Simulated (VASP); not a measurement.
A run of VASP 6.6.1 is set up as follows.

POSCAR

```
ScAl3
1.0
    4.0878065700      0.0000000000      0.0000000000
    0.0000000000      4.0878065700      0.0000000000
    0.0000000000      0.0000000000      4.0878065700
Sc Al
1 3
Direct
    0.0000000000      0.0000000000      0.0000000000
    0.5000000000      0.5000000000      0.0000000000
    0.0000000000      0.5000000000      0.5000000000
    0.5000000000      0.0000000000      0.5000000000
```

Contents of INCAR.step1:

```
PREC     = Accurate       # precision mode
ENCUT    = 520            # plane-wave cutoff, eV
EDIFF    = 1E-5           # SCF threshold, eV
ISMEAR   = 1              # smearing method
SIGMA    = 0.05           # smearing width, eV
LREAL    = False          # projectors in reciprocal space
LASPH    = True           # aspherical terms in the spheres
NELM     = 60             # most SCF steps
ALGO     = Normal         # electronic algorithm
ISIF     = 2              # what is computed and relaxed
LWAVE    = True           # write WAVECAR
GGA      = PE             # functional
NBANDS   = 18             # bands
```

Contents of INCAR.step2:

```
PREC     = Accurate       # precision mode
ENCUT    = 520            # plane-wave cutoff, eV
EDIFF    = 1E-6           # SCF threshold, eV
ISMEAR   = 1              # smearing method
SIGMA    = 0.05           # smearing width, eV
LREAL    = False          # projectors in reciprocal space
LASPH    = True           # aspherical terms in the spheres
NELM     = 60             # most SCF steps
ALGO     = Normal         # electronic algorithm
ISIF     = 2              # what is computed and relaxed
LWAVE    = False          # write WAVECAR
LCHARG   = True           # write CHGCAR
GGA      = PE             # functional
LHFCALC  = True           # exact exchange
AEXX     = 0.25           # exact-exchange fraction
PRECFOCK = Normal       
LELF     = True           # ELF
LVHAR    = True         
ISTART   = 1            
NBANDS   = 18             # bands
```

KPOINTS

```
Automatic mesh
0
Gamma
  4 4 4
```

Potentials or basis: VASP PAW PBE potentials, release 64 (Sc_sv, Al).

The run is started by

```bash
$ cat potpaw_PBE.64/Sc_sv/POTCAR potpaw_PBE.64/Al/POTCAR > POTCAR
$ cp INCAR.step1 INCAR
$ mpirun -np 1 vasp_std > vasp.out
$ cp INCAR.step2 INCAR
$ mpirun -np 1 vasp_std > vasp.out
```

Problem. Predict the pressure.

Solution. -0.2 GPa.

Problem. Predict the band gap on the k mesh.

Solution. Zero (band 10 reaches 8.65 eV, above the bottom of band 11 at 3.27 eV).

Caveat: the k points lie up to 0.38 Å⁻¹ apart; the PAW data sets were made with another functional, which shifts forces and pressure a little.
